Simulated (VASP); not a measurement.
**Ga2O3: single point with r2SCAN**

Ga2O3:

```xyz
10
Lattice="2.5546 1.4749 4.5927 -2.5546 1.4749 4.5927 0.0000 -2.9498 4.5927" Properties=species:S:1:pos:R:3 pbc="T T T"
Ga    0.0000    0.0000    4.8968
Ga    0.0000    0.0000    1.9923
Ga    0.0000    0.0000    8.8813
Ga    0.0000    0.0000   11.7858
O    -1.0033    1.4749    8.0372
O    -0.7756   -1.6064    8.0372
O     1.7790    0.1314    8.0372
O     1.0033   -1.4749    5.7409
O     0.7756    1.6064    5.7409
O    -1.7790   -0.1314    5.7409
```

This cell differs from its parent crystal: strain +0.025 along x and y, +0.025 along z.

```json
{
  "Program": "VASP 6.6.1",
  "Task": "single point",
  "Functional": "r2SCAN",
  "Potentials or basis": "VASP PAW PBE potentials, release 64 (Ga_d, O)",
  "Cutoff": "520 eV",
  "k mesh": "6 × 6 × 6",
  "Occupations": "gaussian, width 0.05 eV",
  "Spin": "no spin polarisation",
  "Dipole correction": "no",
  "Further INCAR settings": "ALGO = Normal; EDIFF = 1e-06; NBANDS = 55"
}
```

| Quantity | Value |
| --- | --- |
| Pressure | -13.5 GPa |
| Largest force | 0.036 eV/Å |
| Band gap on the k mesh | 2.74 eV (least direct gap 2.96 eV) |

Forces in eV/Å, atoms in the order of the input:
```
Ga   0.000  0.000 -0.016
Ga   0.000  0.000  0.016
Ga   0.000  0.000  0.016
Ga   0.000  0.000 -0.016
O   -0.036  0.000  0.000
O    0.018 -0.031  0.000
O    0.018  0.031  0.000
O    0.036  0.000  0.000
O   -0.018  0.031  0.000
O   -0.018 -0.031  0.000
```

Stress tensor (GPa, compression positive):
```
-13.93   0.00   0.00
  0.00 -13.93   0.00
  0.00   0.00 -12.55
```

Levels at points of the mesh, in eV from the valence-band top:
```tsv
k point	band 42	band 43	band 44	band 45	band 46	band 47
(0.00, 0.00, 0.00)	-0.29	-0.22	-0.22	2.74	6.76	7.11
(0.50, 0.00, 0.00)	-0.90	-0.15	-0.15	6.42	6.42	6.83
(0.50, 0.50, 0.00)	-0.69	-0.26	-0.15	6.52	6.76	7.70
(0.50, 0.50, 0.50)	-0.29	-0.29	-0.29	5.87	5.87	7.96
```

It took 12 min on 1 thread of AMD EPYC 9R45 96-Core Processor (Zen 5), with other jobs on the host, peak memory 0.32 GiB.

Caveat: the cell differs from its parent crystal (strain +0.025 along x and y, +0.025 along z); the cell stands under tension; the PAW data sets were made with another functional, which shifts forces and pressure a little. A k mesh can miss the band edges.
